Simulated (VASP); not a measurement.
# Hf6B3Ru7W8 in VASP: single point with PBE

Aim: the single point of Hf6B3Ru7W8 with PBE.

All numbers are computed with VASP 6.6.1; they aren't measurements. Logs are shortened: lines on timing, memory, paths and dates and some standing lists are left out, and cuts for length are marked.

## Step 1: The cell of the first run

The cell holds an amorphous packing of atoms, 24 atoms: a = 7.349 Å, b = 7.673 Å, c = 6.761 Å, α = 92.01°, β = 88.88°, γ = 93.28°.

## Step 2: Single point, PBE

The input, INCAR:

```
SYSTEM = Hf6B3Ru7W8
ALGO = Normal
EDIFF = 1E-7
ENCUT = 520
GGA = PE
ISIF = 2
ISMEAR = 0
ISYM = 0
LASPH = .True.
LCHARG = .False.
LREAL = Auto
LWAVE = .False.
NBANDS = 158
NELM = 60
PREC = Accurate
SIGMA = 0.1
```

The input, KPOINTS:

```
Automatic mesh
0
Gamma
  2 2 2
  0.5 0.5 0.5
```

The input, POSCAR:

```
Hf6B3Ru7W8
1.0
    7.3453589400     -0.2181467514      0.0712352489
   -0.2099103565      7.6687179128     -0.1223084831
    0.0632705654     -0.1281741473      6.7598533648
W Ru Hf B
8 7 6 3
Direct
    0.2762328698      0.5855828294      0.1778501917
    0.8278235085      0.7444477292      0.6634839430
    0.6690904265      0.0162627210      0.4840946724
    0.3288173759      0.9081000367      0.4628273241
    0.4550466232      0.0374538686      0.1256971784
    0.4169462694      0.1710863952      0.7716651019
    0.9742476875      0.4961448088      0.3971400177
    0.7707333027      0.0661802645      0.8748176523
    0.5384120307      0.5016456929      0.8609722888
    0.6899802474      0.3267447536      0.1979256040
    0.3663552419      0.3064110122      0.4051864027
    0.5437355594      0.6076077370      0.4673361667
    0.2265829241      0.5752570909      0.6584762169
    0.7182744192      0.3347876960      0.6001485391
    0.4956166389      0.8215200378      0.7821811512
    0.0872071133      0.2027020194      0.1373469284
    0.0009297360      0.8502168974      0.3012501298
    0.1408696466      0.8703302961      0.8709338262
    0.6592825830      0.7297538154      0.1297445499
    0.0619305894      0.1894086738      0.6290970383
    0.9270121015      0.4836337212      0.9237536874
    0.2432405515      0.3928590131      0.8931032812
    0.7698254432      0.0560585951      0.1872711888
    0.4065284979      0.3262930768      0.0757498886
```

Potentials or basis: VASP PAW PBE potentials, release 64 (W_sv, Ru_pv, Hf_pv, B).

Command:

```sh
$ cat potpaw_PBE.64/W_sv/POTCAR potpaw_PBE.64/Ru_pv/POTCAR potpaw_PBE.64/Hf_pv/POTCAR potpaw_PBE.64/B/POTCAR > POTCAR
$ mpirun -np 1 vasp_std > vasp.out
```

OUTCAR:

```text
SYSTEM = Hf6B3Ru7W8
   EDIFF = 1E-7
   ENCUT = 520
   GGA = PE
   ISIF = 2
   ISMEAR = 0
   ISYM = 0
   LASPH = .True.
   LREAL = Auto
   NELM = 60
   PREC = Accurate

 ion  position               nearest neighbor table
   1  0.276  0.586  0.178-  24 2.33  22 2.39   7 2.71  12 2.80  11 2.80   9 2.93  19 2.98  17 3.03
                             4 3.09  21 3.16  16 3.18  13 3.27  18 3.27
   2  0.828  0.744  0.663-  12 2.64  15 2.65   3 2.77   7 2.82  18 2.82  21 2.85   8 2.86  17 2.86
                             9 3.06  14 3.22  13 3.27  19 3.37
   3  0.669  0.016  0.484-  23 2.15  14 2.55   4 2.59   8 2.77   2 2.77  15 2.80   6 2.93   5 2.93
                            17 3.04  10 3.12  19 3.19  12 3.22  20 3.26  11 3.30
   4  0.329  0.908  0.463-   3 2.59  15 2.63   5 2.65  17 2.67  12 2.87   6 2.91  13 2.97  18 3.08
                            11 3.09   1 3.09  20 3.16  19 3.58
   5  0.455  0.037  0.126-  24 2.30  23 2.35   4 2.65   6 2.66  10 2.77  15 2.83  11 2.84   8 2.85
                            19 2.87   3 2.93  16 3.05  18 3.10
   6  0.417  0.171  0.772-  22 2.30  24 2.34   5 2.66   9 2.69  14 2.74  11 2.76  15 2.78  20 2.81
                             8 2.87   4 2.91   3 2.93  18 3.07  16 3.44
   7  0.974  0.496  0.397-  14 2.59  13 2.62   1 2.71  10 2.75  17 2.81   2 2.82  16 2.95  20 2.98
                            21 3.22  11 3.30  12 3.34  19 3.56  21 3.57
   8  0.771  0.066  0.875-  23 2.12  15 2.75   3 2.77  20 2.82   5 2.85   2 2.86  14 2.87   6 2.87
                            10 2.98  16 3.07  18 3.18  19 3.21  21 3.35
   9  0.538  0.502  0.861-  24 2.19  22 2.29  14 2.54  15 2.57  19 2.61   6 2.69  13 2.79  12 2.81
                            21 2.91   1 2.93  10 2.95   2 3.06
  10  0.690  0.327  0.198-  23 2.19  24 2.26  14 2.73  11 2.74   7 2.75   5 2.77  21 2.78   9 2.95
                             8 2.98  12 3.00   3 3.12  16 3.14  19 3.16
  11  0.366  0.306  0.405-  24 2.25  12 2.61  10 2.74   6 2.76   1 2.80  20 2.80  16 2.82   5 2.84
                            13 2.86  14 2.92   4 3.09   3 3.30   7 3.30
  12  0.544  0.608  0.467-  19 2.61  11 2.61   2 2.64  13 2.65  15 2.67  14 2.71   1 2.80   9 2.81
                             4 2.87  10 3.00   3 3.22   7 3.34
  13  0.227  0.575  0.658-  22 2.16   7 2.62  12 2.65  18 2.74  15 2.78   9 2.79  11 2.86  21 2.88
                             4 2.97  20 3.13   1 3.27   2 3.27
  14  0.718  0.335  0.600-   9 2.54   3 2.55   7 2.59  12 2.71  10 2.73   6 2.74  20 2.83  21 2.86
                             8 2.87  11 2.92   2 3.22
  15  0.496  0.822  0.782-   9 2.57   4 2.63   2 2.65  12 2.67  18 2.71   8 2.75  13 2.78   6 2.78
                            19 2.79   3 2.80   5 2.83
  16  0.087  0.203  0.137-  22 2.46  24 2.51  23 2.55  11 2.82  21 2.95   7 2.95  17 2.99   5 3.05
                             8 3.07  18 3.11  10 3.14   1 3.18  20 3.33   6 3.44  20 3.44
  17  0.001  0.850  0.301-  23 2.53   4 2.67   7 2.81   2 2.86  19 2.88  16 2.99   1 3.03   3 3.04
                            18 3.07  20 3.37  21 3.75
  18  0.141  0.870  0.871-  15 2.71  13 2.74   2 2.82   6 3.07  17 3.07   4 3.08  20 3.08   5 3.10
                            16 3.11   8 3.18   1 3.27  21 3.30
  19  0.659  0.730  0.130-  23 2.61  12 2.61   9 2.61  15 2.79   5 2.87  17 2.88   1 2.98  21 3.08
                            10 3.16   3 3.19   8 3.21   2 3.37   7 3.56   4 3.58
  20  0.062  0.189  0.629-  22 2.66  11 2.80   6 2.81   8 2.82  14 2.83   7 2.98  18 3.08  13 3.13
                            21 3.15   4 3.16   3 3.26  16 3.33  17 3.37  16 3.44
  21  0.927  0.484  0.924-  22 2.47  10 2.78   2 2.85  14 2.86  13 2.88   9 2.91  16 2.95  19 3.08
                            20 3.15   1 3.16   7 3.22  18 3.30   8 3.35   7 3.57  17 3.75
  22  0.243  0.393  0.893-  24 1.84  13 2.16   9 2.29   6 2.30   1 2.39  16 2.46  21 2.47  20 2.66

  23  0.770  0.056  0.187-   8 2.12   3 2.15  10 2.19   5 2.35  17 2.53  16 2.55  19 2.61
  24  0.407  0.326  0.076-  22 1.84   9 2.19  11 2.25  10 2.26   5 2.30   1 2.33   6 2.34  16 2.51

IMPORTANT INFORMATION: All symmetrisations will be switched off!
NOSYMM: (Re-)initialisation of all symmetry stuff for point group C_1.

----------------------------------------------------------------------------------------

                                     Primitive cell

  volume of cell :     380.3234

  direct lattice vectors                    reciprocal lattice vectors
     7.345358940 -0.218146751  0.071235249     0.136262271  0.003710591 -0.001205025
    -0.209910357  7.668717913 -0.122308483     0.003853325  0.130544271  0.002439195
     0.063270565 -0.128174147  6.759853365    -0.001366210  0.002322883  0.147989035

  length of vectors
     7.348942810  7.672565161  6.761364455     0.136318110  0.130623904  0.148013569

  position of ions in fractional coordinates (direct lattice)
     0.276232870  0.585582829  0.177850192
     0.827823509  0.744447729  0.663483943
     0.669090426  0.016262721  0.484094672
     0.328817376  0.908100037  0.462827324
     0.455046623  0.037453869  0.125697178
     0.416946269  0.171086395  0.771665102
[... 16 lines left out ...]
     0.769825443  0.056058595  0.187271189
     0.406528498  0.326293077  0.075749889

  ion indices of the primitive-cell ions
   primitive index   ion index
                 1           1
[... 40 lines left out ...]
     0.068159055  0.065311952  0.074006785

  Shift w.r.t. Gamma in fractional coordinates (k-lattice)
     0.500000000  0.500000000  0.500000000

 Subroutine IBZKPT returns following result:
 ===========================================

 Found      4 irreducible k-points:

 Following reciprocal coordinates:
            Coordinates               Weight
  0.250000  0.250000  0.250000      2.000000
 -0.250000  0.250000  0.250000      2.000000
  0.250000 -0.250000  0.250000      2.000000
 -0.250000 -0.250000  0.250000      2.000000
   k-points           NKPTS =      4   k-points in BZ     NKDIM =      4   number of bands    NBANDS=    158
   number of dos      NEDOS =    301   number of ions     NIONS =     24
   total plane-waves  NPLWV = 168000
   dimension x,y,z NGX =    56 NGY =   60 NGZ =   50
   dimension x,y,z NGXF=   112 NGYF=  120 NGZF=  100
   ions per type =               8   7   6   3
   NGX,Y,Z   is equivalent  to a cutoff of  12.67, 13.00, 12.29 a.u.
   NGXF,Y,Z  is equivalent  to a cutoff of  25.34, 26.00, 24.59 a.u.
 SYSTEM =  Hf6B3Ru7W8
   PREC   = accura    normal or accurate (medium, high low for compatibility)
   ISTART =      0    job   : 0-new  1-cont  2-samecut
   ICHARG =      2    charge: 1-file 2-atom 10-const
   ISPIN  =      1    spin polarized calculation?
   LNONCOLLINEAR =      F non collinear calculations
   LSORBIT =      F    spin-orbit coupling
   LASPH  =      T    aspherical Exc in radial PAW
   ENCUT  =  520.0 eV  38.22 Ry    6.18 a.u.  13.66 14.27 12.57*2*pi/ulx,y,z
   NELM   =     60;   NELMIN=  2; NELMDL= -5     # of ELM steps
   EDIFF  = 0.1E-06   stopping-criterion for ELM
   LREAL  =      T    real-space projection
   EDIFFG = 0.1E-05   stopping-criterion for IOM
   NSW    =      0    number of steps for IOM
   IBRION =     -1    ionic relax: 0-MD 1-quasi-New 2-CG
   NFREE  =      0    steps in history (QN), initial steepest desc. (CG)
   ISIF   =      2    stress and relaxation
   ISYM   =      0    0-nonsym 1-usesym 2-fastsym
   POTIM  = 0.5000    time-step for ionic-motion
   TEBEG  =    0.0;   TEEND  =   0.0 temperature during run
   PSTRESS=    0.0 pullay stress
   NELECT =     279.0000    total number of electrons
   NUPDOWN=      -1.0000    fix difference up-down
   EMIN   =  10.00;   EMAX   =-10.00  energy-range for DOS
   EFERMI =   0.00;   METHOD = LEGACY
   ISMEAR =     0;   SIGMA  =   0.10  broadening in eV -4-tet -1-fermi 0-gaus
   EFERMI_NEDOS =   21; number of points for ismear=-14 and -15
   IALGO  =     38    algorithm
   IMIX   =      4    mixing-type and parameters
     AMIX     =   0.40;   BMIX     =  1.00
     AMIX_MAG =   1.60;   BMIX_MAG =  1.00
  volume/ion in A,a.u.               =      15.85       106.94
  Fermi-wavevector in a.u.,A,eV,Ry     =   1.476472  2.790127 29.660286  2.179970
  Thomas-Fermi vector in A             =   2.590995
   LORBIT       =      0    0 simple, 1 ext, 2 COOP (PROOUT), +10 PAW based schemes
   GGA     = PE    functional components
   LHFCALC =     F    Hartree Fock is set to
   AEXX    =    0.0000 exact exchange contribution
   IVDW    =     0    specifies the selected vdW correction
   LEPSILON=     F    determine dielectric tensor
   LRPA    =     F    only Hartree local field effects (RPA)
 non-spin polarized calculation
 Gauss-broadening in eV      SIGMA  =   0.10
  energy-cutoff  :      520.00
  volume of cell :      380.32
 maximum number of plane-waves:     10255
 NGX is ok and might be reduce to    54
   NGX = 27   NGY = 29   NGZ = 25

 number of electron     279.0000025 magnetization

 Free energy of the ion-electron system (eV)
  ---------------------------------------------------
  ext. energy  EPLUGINS =         0.00000000
  ---------------------------------------------------
  free energy    TOTEN  =      -247.96116833 eV

  energy without entropy =     -247.88003334  energy(sigma->0) =     -247.92060083

 E-fermi :   8.8285     XC(G=0): -12.7810

 val. band max:        8.8193131766   @ k =   0.2500   0.2500   0.2500
 cond. band min:       8.8393400614   @ k =  -0.2500   0.2500   0.2500
 fundamental gap:      0.0200268848
 Fermi energy:         8.8285126125

 k-point     1 :       0.2500    0.2500    0.2500
  band No.  band energies     occupation
      1     -65.3490      2.00000
      2     -65.0897      2.00000
      3     -65.0570      2.00000
      4     -65.0163      2.00000
      5     -64.9673      2.00000
      6     -64.9179      2.00000
[... 605 lines left out ...]
    150       9.8289      0.00000
    151       9.9057      0.00000
 [bands above 151 left out]

------------------------ aborting loop because EDIFF is reached ----------------------------------------

  FORCE on cell =-STRESS in cart. coord.  units (eV):
  Direction    XX          YY          ZZ          XY          YZ          ZX
  --------------------------------------------------------------------------------------
  -------------------------------------------------------------------------------------
  Total       -0.6427364     -0.2987923     -0.4016000      0.0071098     -0.0150314      0.0184479
  in kB       -2.7076368     -1.2587138     -1.6918084      0.0299512     -0.0633224      0.0777151
  external PRESSURE =      -1.8860530 kB  Pullay stress =       0.0000000 kB

 VOLUME and BASIS-vectors are now :
 -----------------------------------------------------------------------------
  energy-cutoff  :      520.00
  volume of cell :      380.32
      direct lattice vectors                 reciprocal lattice vectors
     7.345358940 -0.218146751  0.071235249     0.136262271  0.003710591 -0.001205025
    -0.209910357  7.668717913 -0.122308483     0.003853325  0.130544271  0.002439195
     0.063270565 -0.128174147  6.759853365    -0.001366210  0.002322883  0.147989035

 POSITION                                       TOTAL-FORCE (eV/Angst)
 -----------------------------------------------------------------------------------
      1.91736      4.40761      1.15030        -0.003615      0.015204     -0.023589
      5.96637      5.44333      4.45297         0.036571     -0.011625      0.017558
      4.94192     -0.08329      3.31808         0.032105     -0.023120     -0.018982
      2.25395      6.83291      3.04100        -0.063756     -0.006843      0.007284
      3.34257      0.17185      0.87753        -0.019417     -0.014772     -0.013437
      3.07553      1.12215      5.22512        -0.040406     -0.002312     -0.017030
[... 16 lines left out ...]
      5.65473      0.23796      1.31391         0.018257     -0.000867     -0.008328
      2.92240      2.40386      0.50111        -0.007010     -0.000628      0.004565
 -----------------------------------------------------------------------------------
    total drift:                                0.007393      0.002397      0.002724

  FREE ENERGIE OF THE ION-ELECTRON SYSTEM (eV)
  ---------------------------------------------------
  free  energy   TOTEN  =      -247.9611683261 eV

  energy  without entropy=     -247.8800333392  energy(sigma->0) =     -247.92060083
```

Wall time 14 min (1 thread of Oxide Virtual Turin-like, shared host); peak memory 0.49 GiB.

Results:

* Free energy: -247.9612 eV
* Pressure: -0.2 GPa
* Largest force: 0.072 eV/Å

Forces on the atoms (eV/Å):
```
W   -0.004  0.015 -0.024
W    0.037 -0.012  0.018
W    0.032 -0.023 -0.019
W   -0.064 -0.007  0.007
W   -0.019 -0.015 -0.013
W   -0.040 -0.002 -0.017
W    0.004 -0.001 -0.019
W    0.048  0.005  0.019
Ru   0.045  0.045  0.034
Ru   0.019  0.028 -0.019
Ru  -0.042 -0.015  0.003
Ru   0.008  0.005 -0.041
Ru  -0.019  0.013  0.044
Ru   0.031  0.022  0.024
Ru  -0.030 -0.017  0.051
Hf   0.006  0.028  0.000
Hf   0.002 -0.008  0.008
Hf   0.034 -0.015 -0.032
Hf  -0.046 -0.032 -0.018
Hf   0.010  0.011  0.009
Hf  -0.011 -0.016 -0.012
B   -0.013 -0.009  0.003
B    0.018 -0.001 -0.008
B   -0.007 -0.001  0.005
```

Stress tensor (GPa, compression positive):
```
-0.27  0.00  0.01
 0.00 -0.13 -0.01
 0.01 -0.01 -0.17
```

Caveat: the k points lie up to 0.46 Å⁻¹ apart; spin-orbit coupling is left out, which moves the levels of the heavy elements.
